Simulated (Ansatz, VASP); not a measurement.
# C: VASP beside Ansatz

Contents of INCAR:

```
SYSTEM = C
PREC     = Accurate       ! precision mode
ENCUT    = 520            ! plane-wave cutoff, eV
EDIFF    = 1E-6           ! SCF threshold, eV
ISMEAR   = 0              ! smearing method
SIGMA    = 0.15           ! smearing width, eV
LREAL    = .False.        ! projectors in reciprocal space
LASPH    = .True.         ! aspherical terms in the spheres
NELM     = 60             ! most SCF steps
ALGO     = Normal         ! electronic algorithm
ISIF     = 2              ! what is computed and relaxed
LWAVE    = .False.        ! write WAVECAR
LCHARG   = .False.        ! write CHGCAR
GGA      = PE             ! functional
IVDW     = 12             ! dispersion correction
NBANDS   = 26             ! bands
```

KPOINTS

```
Automatic mesh
0
Gamma
  22 22 4
  0 0 0
```

POSCAR

```
C
1.0
   -1.2324898335     -2.1347350114      0.0000000000
    1.2324898335     -2.1347350114      0.0000000000
    0.0000000000      0.0000000000     13.1768657407
C
8
Direct
    1.0000000000      1.0000000000      0.8948701392
    1.0000000000      1.0000000000      0.3834865520
    0.0000000000      0.0000000000      0.1277947584
    0.0000000000      0.0000000000      0.6391783456
    0.6666666667      0.6666666667      0.8948701392
    0.6666666667      0.6666666667      0.3834865520
    0.3333333333      0.3333333333      0.1277947584
    0.3333333333      0.3333333333      0.6391783456
```

Input for Ansatz:

```yaml
crystal:
  lattice:
    - [-1.2324898335, -2.1347350114, 0.0]
    - [1.2324898335, -2.1347350114, 0.0]
    - [0.0, 0.0, 13.1768657407]
  atoms:
    - { symbol: C, position: [1.0, 1.0, 0.8948701392] }
    - { symbol: C, position: [1.0, 1.0, 0.383486552] }
    - { symbol: C, position: [0.0, 0.0, 0.1277947584] }
    - { symbol: C, position: [0.0, 0.0, 0.6391783456] }
    - { symbol: C, position: [0.6666666667, 0.6666666667, 0.8948701392] }
    - { symbol: C, position: [0.6666666667, 0.6666666667, 0.383486552] }
    - { symbol: C, position: [0.3333333333, 0.3333333333, 0.1277947584] }
    - { symbol: C, position: [0.3333333333, 0.3333333333, 0.6391783456] }
basis:
  ecutwfc: 420
kpoints:
  mp_grid: { grid: [22, 22, 4] }
hamiltonian:
  xc: pbe
  dispersion: d3bj
scf:
  occupations: { method: gaussian, width: 0.15 }
output:
  forces: true
  stress: true
  eigenvalues: true
```

Alike in both runs: task single point; functional PBE; dispersion D3(BJ); k mesh 22 × 22 × 4; occupations gaussian, width 0.15 eV; no spin polarisation.

```csv
,VASP,Ansatz
version,VASP 6.6.1,Ansatz 0.2.0
potentials or method,"VASP PAW PBE potentials, release 64 (C), cutoff 520 eV","scalar-relativistic, plane waves, PAW"
valence electrons in the cell,32,32
```

VASP gave:

```
gap on the k mesh at the Fermi level (eV)                     : 0.23
least direct gap on the mesh (eV)                             : 0.23
pressure (GPa)                                                : 0.8
traceless stress, the component that is largest in VASP (GPa) : 0.42
rms of the force components (eV/Å)                            : 0.038
```

Question: Which values does Ansatz return?

Answer: gap on the k mesh at the Fermi level (eV): 0.23; least direct gap on the mesh (eV): 0.23; pressure (GPa): 0.4; traceless stress, the component that is largest in VASP (GPa): 0.95; rms of the force components (eV/Å): 0.038.

Atom by atom the forces differ by 0.000 eV/Å (rms over components).
